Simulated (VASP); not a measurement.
BaTiO3: single point with PBE

The system is BaTiO3.

```
CELL_PARAMETERS angstrom
2.86457 1.65386 2.34890
-2.86457 1.65386 2.34890
0.00000 -3.30772 2.34890
ATOMIC_POSITIONS crystal
Ba 0.00000 0.00000 0.00000
Ti 0.48450 0.48450 0.48450
O 0.50860 0.01750 0.50860
O 0.01750 0.50860 0.50860
O 0.50860 0.50860 0.01750
```

This cell differs from its parent crystal: volume scaled by 1.04.

```
Program             : VASP 6.6.1
Task                : single point
Functional          : PBE
Potentials or basis : VASP PAW PBE potentials, release 64 (Ba_sv, Ti_sv, O)
Cutoff              : 520 eV
k mesh              : 7 × 7 × 7
Occupations         : fermi-dirac, width 0.05 eV
Spin                : no spin polarisation
```

```json
{
  "Pressure": "0.1 GPa",
  "Largest force": "0.186 eV/Å",
  "Band gap on the k mesh": "2.34 eV, indirect (least direct gap 2.71 eV)"
}
```

Forces in eV/Å, atoms in the order of the input:
```
Ba   0.000  0.000 -0.128
Ti   0.000  0.000 -0.186
O   -0.083  0.048  0.104
O    0.083  0.048  0.104
O    0.000 -0.096  0.104
```

Stress tensor (GPa, compression positive):
```
0.09 0.00 0.00
0.00 0.09 0.00
0.00 0.00 0.26
```

Levels at points of the mesh, in eV from the valence-band top:
```csv
k point,band 18,band 19,band 20,band 21,band 22,band 23
"(0.00, 0.00, 0.00)",-0.49,-0.37,-0.37,2.34,2.34,2.46
```

Wall time 2.6 min on 1 thread of AMD EPYC 7R13, with other jobs on the host, peak memory 0.2 GiB.

Caveat: spin-orbit coupling is left out, which moves the levels of the heavy elements. A k mesh can miss the band edges.
